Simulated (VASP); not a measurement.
CaO:

```xyz
4
Lattice="3.9808 0.0000 0.0000 -1.9904 3.4475 0.0000 0.0000 0.0000 4.7704" Properties=species:S:1:pos:R:3 pbc="T T T"
Ca    0.0000    2.2983   -0.2982
Ca    1.9904    1.1492    2.0871
O     0.0000    2.2983    2.0871
O     1.9904    1.1492    4.4723
```

Base run:

| Quantity | Value |
| --- | --- |
| Program | VASP 6.6.1 |
| Functional | PBE |
| Potentials or basis | VASP PAW PBE potentials, release 64 (Ca_sv, O) |
| Cutoff | 520 eV |
| k mesh | 12 × 12 × 6 |
| Occupations | gaussian, width 0.01 eV |
| Spin | no spin polarisation |

Its results: band gap on the k mesh 3.19 eV; pressure 2.3 GPa.

Question: The run is repeated on the same cell with these changes: functional from PBE to r2SCAN. What comes out?

Answer: Band gap on the k mesh 3.61 eV; pressure 1.0 GPa.

Caveats: the structure was generated, so it needn't be the stable form of CaO; the PAW data sets were made with another functional, which shifts forces and pressure a little (at least some runs).

A k mesh can miss the band edges.
